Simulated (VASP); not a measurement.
Write the native input for VASP 6.6.1 that does the following.

* Task: single point
* Functional: r2SCAN
* Potentials or basis: VASP PAW PBE potentials, release 64 (Si, O, Al, H)
* Cutoff: 520 eV
* k mesh: 1 × 1 × 1
* Occupations: gaussian, width 0.02 eV
* Spin: no spin polarisation
* Dipole correction: no
* Further INCAR settings: LREAL = Auto; ALGO = Normal; EDIFF = 1e-07; NBANDS = 234

AlSi23HO48 (a cell with a defect):

```xyz
73
Lattice="9.8316 0.0000 0.0000 -4.9158 8.5144 0.0000 0.0000 0.0000 10.8182" Properties=species:S:1:pos:R:3 pbc="T T T"
Si    2.5913    0.0503    1.7909
Si   -1.2648    2.2720    3.6099
Si    1.1634    2.0479   10.8113
Si   -2.2745    8.4418    7.1793
Si    8.4263    2.2543    9.0431
Si    1.1622    1.8932    5.4517
Si    0.2046    4.2910    1.8405
Si   -3.7850    6.5686    3.5917
Si   -1.2760    6.2956    0.0391
Si   -3.7369    6.4825    9.0360
Si   -1.2748    6.2391    5.3582
Si    7.6007    0.0112    1.8125
Si    3.5880    2.2903    3.6366
Si    5.9905    1.9382    0.0569
Si    7.5413    0.0030    7.2294
Si    3.5931    2.2319    9.0042
Si    6.0878    1.9534    5.3847
Si    5.0589    4.2653    1.8407
Si    1.1925    6.5514    3.6491
Si    3.6170    6.2515    0.0188
Si    5.1338    4.2116    7.2300
Si    1.1720    6.5695    9.0488
Si    3.6272    6.2614    5.4471
O    -0.3105    1.6776    4.7802
O     1.1462    3.1322    1.1985
O    -0.7382    3.6884    3.0168
O     1.6636    0.6183    0.5723
O     2.1234    2.5177    4.2803
O     3.5279    1.2200    2.4107
O    -0.3271    1.8853   10.1725
O     1.1245    2.8485    6.7357
O    -1.0722    3.7771    8.3694
O     1.7369    0.4407    5.9287
O     2.1267    2.5599    9.6135
O     3.5453    1.1131    7.8293
O    -2.7822    6.0863    4.7645
O    -1.3394    7.4119    1.2138
O    -3.3054    7.9762    2.9418
O    -0.7384    4.8939    0.6563
O    -0.3023    6.8620    4.1957
O     1.1679    5.4365    2.4626
O    -2.7638    6.0223   10.2530
O    -1.2909    7.2789    6.6272
O    -3.2577    7.8658    8.3518
O    -0.7655    4.8113    5.8568
O    -0.3297    6.8146    9.6460
O     1.2157    5.4659    7.9022
O     4.5997    1.7304    4.7845
O     5.9714    3.0712    1.2203
O     4.1274    3.7074    3.0516
O     6.5749    0.5554    0.6643
O     7.0686    2.4830    4.2051
O     8.5293    1.2178    2.3657
O     4.5256    1.6860   10.2303
O     6.0720    3.0591    6.5851
O     4.1869    3.6161    8.4016
O     6.6047    0.5513    6.0187
O     6.9588    2.4698    9.6667
O     8.4785    1.2014    7.8253
O     2.1304    6.0000    4.8691
O     3.6742    7.4136    1.1593
O     1.8087    7.9248    3.0402
O     4.1095    4.8424    0.6525
O     4.5635    6.7776    4.2223
O     6.0245    5.4322    2.4204
O     2.1022    6.0906   10.3050
O     3.6082    7.3719    6.6379
O     1.7093    7.9990    8.4641
O     4.2196    4.8857    6.0774
O     4.5849    6.6727    9.5892
O     6.1879    5.2651    7.9250
Al    0.2728    4.2801    7.1177
H    -2.0909    4.3979    8.1673
```

These files were run (other wordings do the same):

POSCAR

```
AlSi23HO48
1.0
    9.8316000000      0.0000000000      0.0000000000
   -4.9158000000      8.5144150000      0.0000000000
    0.0000000000      0.0000000000     10.8182000000
Si O Al H
23 48 1 1
Direct
    0.2665240000      0.0059135000      0.1655480000
    0.0047801000      0.2668430000      0.3336890000
    0.2385990000      0.2405240000      0.9993619200
    0.2643930000      0.9914680000      0.6636310000
    0.9894460000      0.2647620000      0.8359160000
    0.2293890000      0.2223500000      0.5039390000
    0.2727950000      0.5039720000      0.1701260000
    0.0007480400      0.7714690000      0.3320030000
    0.2399190000      0.7394080000      0.0036103000
    0.0005861100      0.7613600000      0.8352580000
    0.2367220000      0.7327650000      0.4952940000
    0.7737470000      0.0013135000      0.1675400000
    0.4994380000      0.2689920000      0.3361520000
    0.7231280000      0.2276360000      0.0052600000
    0.7672260000      0.0003560100      0.6682640000
    0.4965340000      0.2621350000      0.8323230000
    0.7339230000      0.2294280000      0.4977480000
    0.7650270000      0.5009460000      0.1701520000
    0.5060110000      0.7694440000      0.3373120000
    0.7350110000      0.7342260000      0.0017393000
    0.7695000000      0.4946490000      0.6683140000
    0.5049940000      0.7715690000      0.8364450000
    0.7366290000      0.7353900000      0.5035120000
    0.0669300000      0.1970330000      0.4418620000
    0.3005170000      0.3678670000      0.1107810000
    0.1415150000      0.4331920000      0.2788680000
    0.2055230000      0.0726220000      0.0529050000
    0.3638220000      0.2956960000      0.3956590000
    0.4304760000      0.1432870000      0.2228400000
    0.0774410000      0.2214290000      0.9403120000
    0.2816500000      0.3345550000      0.6226230000
    0.1127490000      0.4436080000      0.7736440000
    0.2025460000      0.0517640000      0.5480320000
    0.3666400000      0.3006510000      0.8886370000
    0.4259760000      0.1307370000      0.7237120000
    0.0744250000      0.7148220000      0.4404160000
    0.2990230000      0.8705150000      0.1122040000
    0.1321980000      0.9367910000      0.2719290000
    0.2122820000      0.5747800000      0.0606630000
    0.3722160000      0.8059320000      0.3878360000
    0.4380460000      0.6385040000      0.2276310000
    0.0725450000      0.7073100000      0.9477570000
    0.2961460000      0.8548910000      0.6125940000
    0.1305640000      0.9238230000      0.7720150000
    0.2046780000      0.5650810000      0.5413850000
    0.3666500000      0.8003610000      0.8916470000
    0.4446260000      0.6419540000      0.7304500000
    0.5694620000      0.2032300000      0.4422660000
    0.7877240000      0.3607110000      0.1128000000
    0.6375250000      0.4354250000      0.2820770000
    0.7013660000      0.0652280000      0.0614060000
    0.8647800000      0.2916250000      0.3887050000
    0.9390500000      0.1430300000      0.2186820000
    0.5593170000      0.1980150000      0.9456520000
    0.7972430000      0.3592890000      0.6087090000
    0.6382200000      0.4247080000      0.7766210000
    0.7041580000      0.0647460000      0.5563510000
    0.8528310000      0.2900690000      0.8935630000
    0.9329220000      0.1411050000      0.7233450000
    0.5690300000      0.7046840000      0.4500810000
    0.8090660000      0.8707120000      0.1071580000
    0.6493380000      0.9307470000      0.2810300000
    0.7023520000      0.5687240000      0.0603190000
    0.8621690000      0.7960110000      0.3902950000
    0.9317650000      0.6379980000      0.2237340000
    0.5714880000      0.7153310000      0.9525590000
    0.7999120000      0.8658140000      0.6135890000
    0.6435860000      0.9394650000      0.7823920000
    0.7160940000      0.5738100000      0.5617710000
    0.8581930000      0.7836980000      0.8863920000
    0.9385760000      0.6183740000      0.7325650000
    0.2790850000      0.5026830000      0.6579390000
    0.0455946200      0.5165282700      0.7549558200
```

INCAR.step1

```
SYSTEM = AlSi23HO48
PREC = Accurate ; ENCUT = 520
ISMEAR = 0 ; SIGMA = 0.02
LREAL = Auto ; LASPH = .TRUE.
NELM = 80 ; NBANDS = 234
GGA = PE ; ALGO = Normal
EDIFF = 1E-4 ; LWAVE = .TRUE.
LCHARG = .FALSE.
```

INCAR.step2

```
SYSTEM = AlSi23HO48
PREC = Accurate ; ENCUT = 520
EDIFF = 1E-7 ; ISMEAR = 0
SIGMA = 0.02 ; LREAL = Auto
LASPH = .TRUE. ; NELM = 80
ALGO = Normal ; ISIF = 2
LWAVE = .FALSE. ; LCHARG = .FALSE.
METAGGA = R2SCAN ; LMIXTAU = .TRUE.
NBANDS = 234 ; ISTART = 1
```

KPOINTS

```
Automatic mesh
0
G
  1 1 1
  0 0 0
```

Potentials or basis: VASP PAW PBE potentials, release 64 (Si, O, Al, H).

Command:

```bash
$ cat potpaw_PBE.64/Si/POTCAR potpaw_PBE.64/O/POTCAR potpaw_PBE.64/Al/POTCAR potpaw_PBE.64/H/POTCAR > POTCAR
$ cp INCAR.step1 INCAR
$ mpirun -np 1 vasp_gam > vasp.out
$ cp INCAR.step2 INCAR
$ mpirun -np 1 vasp_gam > vasp.out
```

Results of the run:

| Quantity | Value |
| --- | --- |
| Pressure | -3.0 GPa |
| Largest force | 3.846 eV/Å |
| Band gap on the k mesh | 6.01 eV |

Caveat: the k points lie up to 0.74 Å⁻¹ apart; the PAW data sets were made with another functional, which shifts forces and pressure a little.

It took 23 min on 1 thread of Intel(R) Xeon(R) Platinum 8488C (Sapphire Rapids), with other jobs on the host, peak memory 1.1 GiB.
